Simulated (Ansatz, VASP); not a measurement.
## One calculation of NiO, two programs

```xyz
4
Lattice="0.0000 2.1262 2.1262 2.1262 0.0000 2.1262 4.2493 4.2493 0.0030" Properties=species:S:1:pos:R:3 pbc="T T T"
Ni    0.0000    0.0000    0.0000
Ni    2.1247    2.1247    0.0015
O     2.1254    2.1254    2.1269
O     4.2501    4.2501    2.1284
```

Alike in both runs: task single point; functional PBE; k mesh 10 × 10 × 5; occupations gaussian, width 0.05 eV; collinear spin; Hubbard terms Ni d U = 6.0 eV.

|  | VASP | Ansatz |
| --- | --- | --- |
| version | VASP 6.6.1 | Ansatz 0.2.0 |
| potentials or method | VASP PAW PBE potentials, release 64 (Ni, O), cutoff 520 eV | scalar-relativistic, plane waves, PAW |
| valence electrons in the cell | 32 | 48 |

```tsv
	VASP	Ansatz	Ansatz less VASP
gap on the k mesh at the Fermi level (eV)	3.06	2.81	-0.253
least direct gap on the mesh (eV)	3.71	3.53	-0.175
pressure (GPa)	-7.9	-0.2	+7.64
net moment per atom (μB)	0.00	0.00	0.000
size of the moment on the site where the two differ most (μB)	1.75	1.68	-0.071
```

Site moments also hang on the region over which each program counts them. The programs project onto different local orbitals, so the same U acts differently, and such runs can settle in different states. VASP's potentials hold 32 valence electrons a cell and Ansatz's 48, so a difference there can come from the potentials and not from the codes. Ansatz's warnings: stability check not made.
